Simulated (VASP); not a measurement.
# HfN (I4/mmm) in VASP: notebook

The runs below take HfN through single point, with PBE.

All numbers are computed with VASP 6.6.1; they aren't measurements. Logs are shortened: lines on timing, memory, paths and dates and some standing lists are left out, and cuts for length are marked.

## Step 1: The cell of the first run

Symmetry: I4/mmm, No. 139, tetragonal system. Conventional cell: a = 3.471 Å, b = 3.471 Å, c = 3.828 Å, α = 90.00°, β = 90.00°, γ = 90.00°. Within 2.5 Å of Hf (site symmetry 4/mmm) lie 6 N at 1.91 to 2.45 Å. N (site symmetry 4/mmm) has 6 Hf at 1.91 to 2.45 Å within 2.5 Å.

## Step 2: Single point, PBE

Contents of INCAR:

```
SYSTEM = HfN
PREC = Accurate
ENCUT = 520
EDIFF = 1E-7
ISMEAR = 0
SIGMA = 0.15
LREAL = .False.
LASPH = .True.
NELM = 100
ALGO = Normal
ISIF = 2
LWAVE = .False.
LCHARG = .True.
GGA = PE
LELF = .True.
LVHAR = .True.
NBANDS = 14
```

Contents of KPOINTS:

```
Automatic mesh
0
Gamma
  20 20 20
  0 0 0
```

Contents of POSCAR:

```
HfN
1.0
    0.0000000000      2.4540572876      1.9141646843
    2.4540572876      0.0000000000      1.9141646843
    2.4540572876      2.4540572876      0.0000000000
Hf N
1 1
Direct
    0.0000000000      0.0000000000      0.0000000000
    0.5000000000      0.5000000000      0.5000000000
```

Potentials or basis: VASP PAW PBE potentials, release 64 (Hf_pv, N).

Command:

```bash
cat potpaw_PBE.64/Hf_pv/POTCAR potpaw_PBE.64/N/POTCAR > POTCAR
mpirun -np 1 vasp_std > vasp.out
```

OUTCAR:

```text
SYSTEM = HfN
   PREC = Accurate
   ENCUT = 520
   EDIFF = 1E-7
   ISMEAR = 0
   LREAL = .False.
   LASPH = .True.
   NELM = 100
   ISIF = 2
   GGA = PE

 ion  position               nearest neighbor table
   1  0.000  0.000  0.000-   2 1.91   2 1.91   2 2.45   2 2.45   2 2.45   2 2.45
   2  0.500  0.500  0.500-   1 1.91   1 1.91   1 2.45   1 2.45   1 2.45   1 2.45

  LATTYP: Found a body centered tetragonal cell.
 ALAT       =     3.4705610990
 C/A-ratio  =     1.1030865786

  Lattice vectors:

 A1 = (   0.0000000000,  -2.4540572876,  -1.9141646843)
 A2 = (   0.0000000000,   2.4540572876,  -1.9141646843)
 A3 = (   2.4540572876,   0.0000000000,   1.9141646843)

Analysis of symmetry for initial positions (statically):
=====================================================================
 Subroutine PRICEL returns:
 Original cell was already a primitive cell.

 Routine SETGRP: Setting up the symmetry group for a
 body centered tetragonal supercell.

 Subroutine GETGRP returns: Found 16 space group operations
 (whereof 16 operations were pure point group operations)
 out of a pool of 16 trial point group operations.

The static configuration has the point symmetry D_4h.

Analysis of symmetry for dynamics (positions and initial velocities):
=====================================================================
 Subroutine PRICEL returns:
 Original cell was already a primitive cell.

 Routine SETGRP: Setting up the symmetry group for a
 body centered tetragonal supercell.

 Subroutine GETGRP returns: Found 16 space group operations
 (whereof 16 operations were pure point group operations)
 out of a pool of 16 trial point group operations.

The dynamic configuration has the point symmetry D_4h.

 Subroutine INISYM returns: Found 16 space group operations
 (whereof 16 operations are pure point group operations),
 and found     1 'primitive' translations

----------------------------------------------------------------------------------------

                                     Primitive cell

  volume of cell :      23.0557

  direct lattice vectors                    reciprocal lattice vectors
     0.000000000  2.454057288  1.914164684    -0.203744225  0.203744225  0.261210545
     2.454057288  0.000000000  1.914164684     0.203744225 -0.203744225  0.261210545
     2.454057288  2.454057288  0.000000000     0.203744225  0.203744225 -0.261210545

  length of vectors
     3.112301979  3.112301979  3.470561099     0.388914344  0.388914344  0.388914344

  position of ions in fractional coordinates (direct lattice)
     0.000000000  0.000000000  0.000000000
     0.500000000  0.500000000  0.500000000

  ion indices of the primitive-cell ions
   primitive index   ion index
                 1           1
                 2           2

----------------------------------------------------------------------------------------

 KPOINTS: Automatic mesh

Automatic generation of k-mesh.
 Grid dimensions read from file:
 generate k-points for:   20   20   20

 Generating k-lattice:

  Cartesian coordinates                     Fractional coordinates (reciprocal lattice)
    -0.010187211  0.010187211  0.013060527     0.050000000 -0.000000000  0.000000000
     0.010187211 -0.010187211  0.013060527    -0.000000000  0.050000000  0.000000000
     0.010187211  0.010187211 -0.013060527     0.000000000  0.000000000  0.050000000

  Length of vectors
     0.019445717  0.019445717  0.019445717

  Shift w.r.t. Gamma in fractional coordinates (k-lattice)
     0.000000000  0.000000000  0.000000000

 Subroutine IBZKPT returns following result:
 ===========================================

 Found    641 irreducible k-points:

 Following reciprocal coordinates:
            Coordinates               Weight
  0.000000  0.000000  0.000000      1.000000
  0.050000 -0.000000  0.000000      8.000000
  0.100000  0.000000  0.000000      8.000000
  0.150000  0.000000  0.000000      8.000000
  0.200000  0.000000  0.000000      8.000000
  0.250000 -0.000000  0.000000      8.000000
[... 16 lines left out ...]
 -0.400000  0.050000  0.000000      8.000000
 -0.350000  0.050000  0.000000      8.000000
 [... further k-points ...]
   k-points           NKPTS =    641   k-points in BZ     NKDIM =    641   number of bands    NBANDS=     14
   number of dos      NEDOS =    301   number of ions     NIONS =      2
   total plane-waves  NPLWV =  16128
   dimension x,y,z NGX =    24 NGY =   24 NGZ =   28
   dimension x,y,z NGXF=    48 NGYF=   48 NGZF=   56
   ions per type =               1   1
   NGX,Y,Z   is equivalent  to a cutoff of  12.82, 12.82, 13.41 a.u.
   NGXF,Y,Z  is equivalent  to a cutoff of  25.64, 25.64, 26.82 a.u.
 SYSTEM =  HfN
   PREC   = accura    normal or accurate (medium, high low for compatibility)
   ISTART =      0    job   : 0-new  1-cont  2-samecut
   ICHARG =      2    charge: 1-file 2-atom 10-const
   ISPIN  =      1    spin polarized calculation?
   LNONCOLLINEAR =      F non collinear calculations
   LSORBIT =      F    spin-orbit coupling
   LASPH  =      T    aspherical Exc in radial PAW
   ENCUT  =  520.0 eV  38.22 Ry    6.18 a.u.   5.79  5.79  6.45*2*pi/ulx,y,z
   NELM   =    100;   NELMIN=  2; NELMDL= -5     # of ELM steps
   EDIFF  = 0.1E-06   stopping-criterion for ELM
   LREAL  =      F    real-space projection
   EDIFFG = 0.1E-05   stopping-criterion for IOM
   NSW    =      0    number of steps for IOM
   IBRION =     -1    ionic relax: 0-MD 1-quasi-New 2-CG
   NFREE  =      0    steps in history (QN), initial steepest desc. (CG)
   ISIF   =      2    stress and relaxation
   ISYM   =      2    0-nonsym 1-usesym 2-fastsym
   POTIM  = 0.5000    time-step for ionic-motion
   TEBEG  =    0.0;   TEEND  =   0.0 temperature during run
   PSTRESS=    0.0 pullay stress
   NELECT =      15.0000    total number of electrons
   NUPDOWN=      -1.0000    fix difference up-down
   EMIN   =  10.00;   EMAX   =-10.00  energy-range for DOS
   EFERMI =   0.00;   METHOD = LEGACY
   ISMEAR =     0;   SIGMA  =   0.15  broadening in eV -4-tet -1-fermi 0-gaus
   EFERMI_NEDOS =   21; number of points for ismear=-14 and -15
   IALGO  =     38    algorithm
   IMIX   =      4    mixing-type and parameters
     AMIX     =   0.40;   BMIX     =  1.00
     AMIX_MAG =   1.60;   BMIX_MAG =  1.00
  volume/ion in A,a.u.               =      11.53        77.79
  Fermi-wavevector in a.u.,A,eV,Ry     =   1.418553  2.680677 27.378918  2.012294
  Thomas-Fermi vector in A             =   2.539667
   LORBIT       =      0    0 simple, 1 ext, 2 COOP (PROOUT), +10 PAW based schemes
   GGA     = PE    functional components
   LHFCALC =     F    Hartree Fock is set to
   AEXX    =    0.0000 exact exchange contribution
   IVDW    =     0    specifies the selected vdW correction
   LEPSILON=     F    determine dielectric tensor
   LRPA    =     F    only Hartree local field effects (RPA)
 non-spin polarized calculation
 Gauss-broadening in eV      SIGMA  =   0.15
  energy-cutoff  :      520.00
  volume of cell :       23.06
 maximum number of plane-waves:       648
   NGX = 11   NGY = 11   NGZ = 13

 number of electron      15.0000000 magnetization

 Free energy of the ion-electron system (eV)
  ---------------------------------------------------
  ext. energy  EPLUGINS =         0.00000000
  ---------------------------------------------------
  free energy    TOTEN  =       -19.72876801 eV

  energy without entropy =      -19.72115104  energy(sigma->0) =      -19.72495953

 E-fermi :   8.3905     XC(G=0): -12.6231

 val. band max:        8.3878920350   @ k =   0.4500   0.1500   0.0500
 cond. band min:       8.3921764319   @ k =  -0.2500   0.4000   0.3500
 fundamental gap:      0.0042843970
 Fermi energy:         8.3904800760

 k-point     1 :       0.0000    0.0000    0.0000
  band No.  band energies     occupation
      1     -22.7159      2.00000
      2     -22.5509      2.00000
      3     -22.5509      2.00000
      4      -9.3357      2.00000
      5       4.8697      2.00000
      6       4.8697      2.00000
      7       6.5541      2.00000
      8       6.9591      2.00000
      9       7.6330      2.00000
     10       7.6330      2.00000
     11       8.5729      0.08554
     12      10.1488      0.00000
     13      17.3546      0.00000
     14      18.6839      0.00000

 k-point     2 :       0.0500   -0.0000    0.0000
  band No.  band energies     occupation
      1     -22.7326      2.00000
      2     -22.5627      2.00000
      3     -22.5569      2.00000
      4      -9.2645      2.00000
      5       4.5291      2.00000
      6       4.6772      2.00000
      7       6.5642      2.00000
      8       7.0132      2.00000
      9       7.8044      2.00000
     10       7.8314      2.00000
     11       8.7434      0.00088
     12      10.1251      0.00000
     13      17.5470      0.00000
     14      18.8842      0.00000

 k-point     3 :       0.1000    0.0000    0.0000
  band No.  band energies     occupation
      1     -22.7926      2.00000
      2     -22.5845      2.00000
      3     -22.5742      2.00000
      4      -9.0560      2.00000
      5       3.8584      2.00000
      6       4.2302      2.00000
      7       6.0550      2.00000
      8       7.4967      2.00000
      9       8.1978      1.93074
     10       8.3353      1.39697
     11       9.2410      0.00000
     12      10.0742      0.00000
     13      18.0742      0.00000
     14      19.4366      0.00000
[... 324 lines left out ...]
 k-point    23 :      -0.4000    0.0500    0.0000
  band No.  band energies     occupation
      1     -23.5937      2.00000
      2     -22.7734      2.00000
      3     -22.6252      2.00000
      4      -6.4519      2.00000
      5       0.0198      2.00000
      6       1.8337      2.00000
      7       2.3482      2.00000
      8      10.8496      0.00000
      9      11.1454      0.00000
     10      12.6775      0.00000
     11      13.5164      0.00000
     12      14.2831      0.00000
     13      16.6781      0.00000
     14      21.0560      0.00000

 k-point    24 :      -0.3500    0.0500    0.0000
  band No.  band energies     occupation
      1     -23.4859      2.00000
      2     -22.7468      2.00000
      3     -22.6295      2.00000
      4      -6.9498      2.00000
      5       0.4452      2.00000
      6       2.0487      2.00000
      7       2.9486      2.00000
      8      10.3323      0.00000
      9      10.9604      0.00000
     10      11.6808      0.00000
     11      12.8206      0.00000
     12      13.7158      0.00000
     13      17.4093      0.00000
     14      21.0541      0.00000

 [... further k-points ...]

------------------------ aborting loop because EDIFF is reached ----------------------------------------

  FORCE on cell =-STRESS in cart. coord.  units (eV):
  Direction    XX          YY          ZZ          XY          YZ          ZX
  --------------------------------------------------------------------------------------
  -------------------------------------------------------------------------------------
  Total       -2.0914605     -2.0914605     26.2265318      0.0000000      0.0000000      0.0000000
  in kB     -145.3387971   -145.3387971   1822.5219069      0.0000000      0.0000000      0.0000000
  external PRESSURE =     510.6147709 kB  Pullay stress =       0.0000000 kB

 VOLUME and BASIS-vectors are now :
 -----------------------------------------------------------------------------
  energy-cutoff  :      520.00
  volume of cell :       23.06
      direct lattice vectors                 reciprocal lattice vectors
     0.000000000  2.454057288  1.914164684    -0.203744225  0.203744225  0.261210545
     2.454057288  0.000000000  1.914164684     0.203744225 -0.203744225  0.261210545
     2.454057288  2.454057288  0.000000000     0.203744225  0.203744225 -0.261210545

 POSITION                                       TOTAL-FORCE (eV/Angst)
 -----------------------------------------------------------------------------------
      0.00000      0.00000      0.00000         0.000000     -0.000000      0.000000
      2.45406      2.45406      1.91416        -0.000000      0.000000      0.000000
 -----------------------------------------------------------------------------------
    total drift:                                0.000000     -0.000000     -0.000000

  FREE ENERGIE OF THE ION-ELECTRON SYSTEM (eV)
  ---------------------------------------------------
  free  energy   TOTEN  =       -19.7287680126 eV

  energy  without entropy=      -19.7211510385  energy(sigma->0) =      -19.72495953
```

Wall time 5.1 min (1 thread of AMD EPYC 7R13, shared host); peak memory 0.3 GiB.

What came out:

| Quantity | Value |
| --- | --- |
| Free energy | -19.7288 eV |
| Pressure | 51.1 GPa |
| Band gap on the k mesh | zero (an odd number of electrons rules out a gap without spin polarisation) |

Stress tensor (GPa, compression positive):
```
-14.53   0.00   0.00
  0.00 -14.53   0.00
  0.00   0.00 182.25
```

Levels at points of the mesh, in eV from the Fermi level:
| k point | band 6 | band 7 | band 8 | band 9 | band 10 | band 11 |
| --- | --- | --- | --- | --- | --- | --- |
| (0.00, 0.00, 0.00) | -3.52 | -1.84 | -1.43 | -0.76 | -0.76 | 0.18 |
| (0.50, 0.00, 0.00) | -6.85 | -6.77 | 2.37 | 3.94 | 5.26 | 5.73 |
| (0.50, 0.50, 0.00) | -4.45 | -4.28 | -2.76 | 4.66 | 5.11 | 5.11 |
| (0.50, 0.00, 0.50) | -3.90 | -3.13 | -1.81 | 1.44 | 4.03 | 6.00 |

Caveat: the stress differs along the axes, from -15 to 182 GPa; spin-orbit coupling is left out, which moves the levels of the heavy elements.

## Step 3: Single point, PBE

This run uses another cell than the first one, of the same volume but with other edges.

Contents of INCAR:

```
ALGO = Normal
EDIFF = 1E-6
ENCUT = 520
GGA = PE
ISIF = 2
ISMEAR = 0
LASPH = T
LCHARG = T
LELF = T
LREAL = F
LVHAR = T
LWAVE = F
NBANDS = 14
NELM = 100
PREC = Accurate
SIGMA = 0.15
```

Contents of KPOINTS:

```
k-points
0
Gamma
  20 20 20
```

Contents of POSCAR:

```
HfN
1.0
    0.0000000000      2.0698320789      2.6907817025
    2.0698320789      0.0000000000      2.6907817025
    2.0698320789      2.0698320789      0.0000000000
Hf N
1 1
Direct
    0.0000000000      0.0000000000      0.0000000000
    0.5000000000      0.5000000000      0.5000000000
```

Potentials or basis: VASP PAW PBE potentials, release 64 (Hf_pv, N).

Command:

```bash
cat potpaw_PBE.64/Hf_pv/POTCAR potpaw_PBE.64/N/POTCAR > POTCAR
mpirun -np 1 vasp_std > vasp.out
```

Run time: 6.1 min. Hardware: 1 thread of AMD EPYC 7R13, shared host; peak memory 0.31 GiB.

It converged, with:

```yaml
Free_energy: -20.5471 eV
Pressure: 43.2 GPa
Band_gap_on_the_k_mesh: zero (an odd number of electrons rules out a gap without spin polarisation)
```

Stress tensor (GPa, compression positive):
```
 71.73   0.00   0.00
  0.00  71.73   0.00
  0.00   0.00 -13.72
```

Levels at points of the mesh, in eV from the Fermi level:
| k point | band 3 | band 4 | band 5 | band 6 | band 7 | band 8 | band 9 | band 10 | band 11 | band 12 |
| --- | --- | --- | --- | --- | --- | --- | --- | --- | --- | --- |
| (0.00, 0.00, 0.00) | -30.62 | -17.55 | -3.44 | -2.47 | -2.45 | -2.45 | -1.91 | 1.36 | 1.36 | 4.05 |
| (0.50, 0.00, 0.00) | -30.50 | -14.17 | -8.80 | -6.65 | -6.42 | 3.85 | 3.88 | 4.08 | 4.79 | 5.63 |
| (0.50, 0.50, 0.00) | -30.73 | -16.82 | -6.39 | -3.35 | -2.73 | -2.73 | 4.72 | 5.37 | 5.37 | 5.68 |
| (0.50, 0.00, 0.50) | -31.03 | -16.64 | -4.07 | -4.01 | -3.40 | -3.11 | 2.50 | 3.14 | 7.96 | 8.16 |

Caveat: the stress differs along the axes, from -14 to 72 GPa; spin-orbit coupling is left out, which moves the levels of the heavy elements.

(Continued in part 2 of 2.)

The gap in the log of VASP goes by the Fermi energy; the results here count the filled bands.